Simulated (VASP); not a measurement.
The system is Si2C.

```
CELL_PARAMETERS angstrom
2.98755 0.00000 0.00000
-1.49378 2.58729 0.00000
0.00000 0.00000 9.36242
ATOMIC_POSITIONS crystal
Si 0.33333 0.66667 0.00000
Si 0.33333 0.66667 0.27712
Si 0.33333 0.66667 0.72288
Si 0.66667 0.33333 0.50000
C 0.66667 0.33333 0.19435
C 0.66667 0.33333 0.80565
```

| Item | Value |
| --- | --- |
| Program | VASP 6.6.1 |
| Task | relaxation of cell and atoms |
| Functional | PBE |
| Potentials or basis | VASP PAW PBE potentials, release 64 (Si, C) |
| Cutoff | 600 eV |
| k mesh | 12 × 12 × 4 |
| Occupations | gaussian, width 0.1 eV |
| Spin | no spin polarisation |

At the start: pressure 0.1 GPa; volume 12.06 Å³/atom.

Question: How do energy, volume and symmetry change on relaxing?

Answer: Over 57 steps the energy falls by 491.4 meV/atom and the volume is 12.95 Å³/atom (+7.4 %); space group P-6m2 (No. 187, to 0.05 Å).

Step by step:
```csv
step,energy change (eV),largest force (eV/Å),pressure (GPa),volume (Å³)
1,0.0000,0.1363,0.10,72.37
3,-0.0029,0.0169,0.68,72.56
5,-0.0040,0.0616,-0.08,73.14
7,-0.0051,0.0499,0.02,73.52
9,-0.0057,0.1430,0.15,74.13
11,-0.0063,0.1509,0.10,74.44
13,-0.0071,0.1458,0.00,74.84
15,-0.0084,0.0966,-0.34,74.86
17,-0.0089,0.0734,-0.15,74.78
19,-0.0093,0.0193,0.95,74.10
21,-0.0106,0.0277,0.27,74.48
23,-0.0108,0.0328,0.06,74.58
25,-0.0113,0.0347,0.01,74.73
27,-0.0128,0.0448,-0.17,75.45
29,-0.0179,0.1277,-0.72,78.32
31,-0.1869,0.6814,-2.97,90.33
33,-0.2945,0.9014,-3.78,93.35
35,-0.3515,0.9886,-5.78,97.05
37,-0.3603,0.9825,-6.63,98.46
39,-0.4277,1.0250,-5.37,97.19
41,-0.5904,1.2999,1.08,91.63
43,-0.6520,1.4803,2.64,89.99
45,-1.3663,2.2279,2.72,85.04
47,0.7925,7.4024,42.25,66.32
49,-2.5759,1.0610,15.05,71.47
51,-2.8178,0.6927,9.68,73.71
53,-2.9105,0.4199,3.73,75.78
55,-2.9478,0.0560,0.10,77.59
57,-2.9485,0.0056,-0.03,77.71
```

Final structure:
```
Si C
1.0
     3.01318    0.00000    0.00000
    -1.50659    2.60949    0.00000
     0.00000    0.00000    9.88326
Si C
4 2
Cartesian
  0.0000 1.7397 0.0000
  0.0000 1.7397 2.3814
  0.0000 1.7397 7.5019
  1.5066 0.8698 4.9416
  1.5066 0.8698 2.9998
  1.5066 0.8698 6.8834
```
